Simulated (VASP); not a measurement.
# Zr (P6_3/mmc) in VASP: electric field gradients with PBE

Aim: the electric field gradients of Zr with PBE.

Program: VASP 6.6.1. These are calculated values, not measurements. Logs are shortened: lines on timing, memory, paths and dates and some standing lists are left out, and cuts for length are marked.

**1. The cell of the first run**

Symmetry: P6_3/mmc, No. 194, hexagonal system. Conventional cell: a = 3.232 Å, b = 3.232 Å, c = 5.172 Å, α = 90.00°, β = 90.00°, γ = 120.00°. Zr (site symmetry -6m2) has 12 Zr at 3.19 to 3.23 Å within 4.2 Å.

**2. Electric field gradients, PBE**

INCAR

```
SYSTEM = Zr
PREC = Accurate ; ENCUT = 520
EDIFF = 1E-8 ; ISMEAR = 0
SIGMA = 0.05 ; LREAL = .FALSE.
LASPH = .TRUE. ; NELM = 60
ALGO = Fast ; ISIF = 2
LWAVE = .FALSE. ; LCHARG = .FALSE.
GGA = PE ; LEFG = .TRUE.
NBANDS = 19
```

KPOINTS

```
regular mesh
0
G
  16 16 10
  0 0 0
```

POSCAR

```
Zr
1.0
    3.2320358653      0.0000000000      0.0000000000
   -1.6160179327      2.7990251653      0.0000000000
    0.0000000000      0.0000000000      5.1715773994
Zr
2
Direct
    0.3333333333      0.6666666667      0.2500000000
    0.6666666667      0.3333333333      0.7500000000
```

Potentials or basis: VASP PAW PBE potentials, release 64 (Zr_sv).

On the command line:

```console
cat potpaw_PBE.64/Zr_sv/POTCAR > POTCAR
mpirun -np 1 vasp_std > vasp.out
```

OUTCAR:

```text
SYSTEM = Zr
   PREC = Accurate
   ENCUT = 520
   EDIFF = 1E-8
   ISMEAR = 0
   LREAL = .FALSE.
   LASPH = .TRUE.
   NELM = 60
   ISIF = 2
   GGA = PE

 ion  position               nearest neighbor table
   1  0.333  0.667  0.250-   2 3.19   2 3.19   2 3.19   2 3.19   2 3.19   2 3.19
   2  0.667  0.333  0.750-   1 3.19   1 3.19   1 3.19   1 3.19   1 3.19   1 3.19

  LATTYP: Found a hexagonal cell.
 ALAT       =     3.2320358653
 C/A-ratio  =     1.6000990134

  Lattice vectors:

 A1 = (   3.2320358653,   0.0000000000,   0.0000000000)
 A2 = (  -1.6160179327,   2.7990251653,   0.0000000000)
 A3 = (   0.0000000000,   0.0000000000,   5.1715773994)

Analysis of symmetry for initial positions (statically):
=====================================================================
 Subroutine PRICEL returns:
 Original cell was already a primitive cell.

 Routine SETGRP: Setting up the symmetry group for a
 hexagonal supercell.

 Subroutine GETGRP returns: Found 24 space group operations
 (whereof 12 operations were pure point group operations)
 out of a pool of 24 trial point group operations.

The static configuration has the point symmetry D_3d.
 The point group associated with its full space group is D_6h.

Analysis of symmetry for dynamics (positions and initial velocities):
=====================================================================
 Subroutine PRICEL returns:
 Original cell was already a primitive cell.

 Routine SETGRP: Setting up the symmetry group for a
 hexagonal supercell.

 Subroutine GETGRP returns: Found 24 space group operations
 (whereof 12 operations were pure point group operations)
 out of a pool of 24 trial point group operations.

The dynamic configuration has the point symmetry D_3d.
 The point group associated with its full space group is D_6h.

 Subroutine INISYM returns: Found 24 space group operations
 (whereof 12 operations are pure point group operations),
 and found     1 'primitive' translations

----------------------------------------------------------------------------------------

                                     Primitive cell

  volume of cell :      46.7849

  direct lattice vectors                    reciprocal lattice vectors
     3.232035865  0.000000000  0.000000000     0.309402507  0.178633621  0.000000000
[... 118 lines left out ...]
 RMM-DIIS sequential band-by-band and
 Gauss-broadening in eV      SIGMA  =   0.05
  energy-cutoff  :      520.00
  volume of cell :       46.78
 maximum number of plane-waves:      1284
   NGX = 13   NGY = 13   NGZ = 19

 number of electron      24.0000001 magnetization

 Free energy of the ion-electron system (eV)
  ---------------------------------------------------
  ext. energy  EPLUGINS =         0.00000000
  ---------------------------------------------------
  free energy    TOTEN  =       -17.04351151 eV

  energy without entropy =      -17.04130055  energy(sigma->0) =      -17.04240603

 E-fermi :   8.9489     XC(G=0): -11.0606

 val. band max:        8.9403905103   @ k =   0.0000   0.0000   0.4000
 cond. band min:       8.9509436101   @ k =   0.1250   0.0625   0.3000
 fundamental gap:      0.0105530997
 Fermi energy:         8.9488602905

 k-point     1 :       0.0000    0.0000    0.0000
  band No.  band energies     occupation
      1     -39.9072      2.00000
      2     -39.7585      2.00000
      3     -18.4188      2.00000
      4     -17.5590      2.00000
      5     -17.5590      2.00000
      6     -17.4372      2.00000
[... 505 lines left out ...]
      6     -17.7677      2.00000
[... 11 lines left out ...]
     18      13.7961      0.00000
     19      14.0559      0.00000

 [... further k-points ...]
[... 5 lines left out ...]
  --------------------------------------------------------------------------------------
  -------------------------------------------------------------------------------------
  Total       -0.0010797     -0.0010797      0.0075228      0.0000000     -0.0000000     -0.0000000
  in kB       -0.0369755     -0.0369755      0.2576230      0.0000000     -0.0000000     -0.0000000
  external PRESSURE =       0.0612240 kB  Pullay stress =       0.0000000 kB

 VOLUME and BASIS-vectors are now :
 -----------------------------------------------------------------------------
  energy-cutoff  :      520.00
  volume of cell :       46.78
      direct lattice vectors                 reciprocal lattice vectors
     3.232035865  0.000000000  0.000000000     0.309402507  0.178633621  0.000000000
    -1.616017933  2.799025165  0.000000000     0.000000000  0.357267242  0.000000000
     0.000000000  0.000000000  5.171577399     0.000000000  0.000000000  0.193364601

 POSITION                                       TOTAL-FORCE (eV/Angst)
 -----------------------------------------------------------------------------------
     -0.00000      1.86602      1.29289        -0.000000      0.000000      0.000000
      1.61602      0.93301      3.87868         0.000000     -0.000000      0.000000
 -----------------------------------------------------------------------------------
    total drift:                               -0.000000      0.000000     -0.000000

  FREE ENERGIE OF THE ION-ELECTRON SYSTEM (eV)
  ---------------------------------------------------
  free  energy   TOTEN  =       -17.0435115123 eV

  energy  without entropy=      -17.0413005544  energy(sigma->0) =      -17.04240603

 Electric field gradients (V/A^2)
---------------------------------------------------------------------
 ion       V_xx      V_yy      V_zz      V_xy      V_xz      V_yz
---------------------------------------------------------------------
   1     -19.037   -19.037    38.074     0.000     0.000    -0.000
   2     -19.037   -19.037    38.074     0.000    -0.000     0.000
---------------------------------------------------------------------

 Electric field gradients after diagonalization (V/A^2)
 (convention: |V_zz| > |V_xx| > |V_yy|)
----------------------------------------------------------------------
 ion       V_xx      V_yy      V_zz     asymmetry (V_yy - V_xx)/ V_zz
----------------------------------------------------------------------
   1     -19.037   -19.037    38.074       0.000
   2     -19.037   -19.037    38.074       0.000
----------------------------------------------------------------------

           NMR quadrupolar parameters

 Cq : quadrupolar parameter    Cq=e*Q*V_zz/h
 eta: asymmetry parameters     (V_yy - V_xx)/ V_zz
 Q  : nuclear electric quadrupole moment in mb (millibarn)
----------------------------------------------------------------------
 ion       Cq(MHz)       eta       Q (mb)
----------------------------------------------------------------------
   1       0.092       0.000       1.000
   2       0.092       0.000       1.000
----------------------------------------------------------------------
```

stdout:

```text
POSCAR found type information on POSCAR Zr
[... 39 lines left out ...]
 num prob  num prob  num prob  num prob  num prob  num prob  num prob  num prob  num prob  num prob  num prob  num prob  num prob  num prob  num prob  num prob  num prob  num prob  num prob
```

Run time: 4.4 min. Hardware: 1 thread of Intel Xeon 8259CL, shared host; peak memory 0.26 GiB.

What came out:

- Free energy: -17.0435 eV
- Pressure: 0.0 GPa
- Band gap on the k mesh: zero (bands 12 and 13 overlap by 1.17 eV)
- Largest electric field gradient by atom: Zr +38.1 V/Å²

Electric field gradients, principal values (V/Å²):
```
atom    least   middle  greatest (by size)
1 Zr  -19.037  -19.037              38.074
2 Zr  -19.037  -19.037              38.074
```

Caveat: without QUAD_EFG the Cq values of the log hold for a quadrupole moment of 1 mb, not for the nuclei.
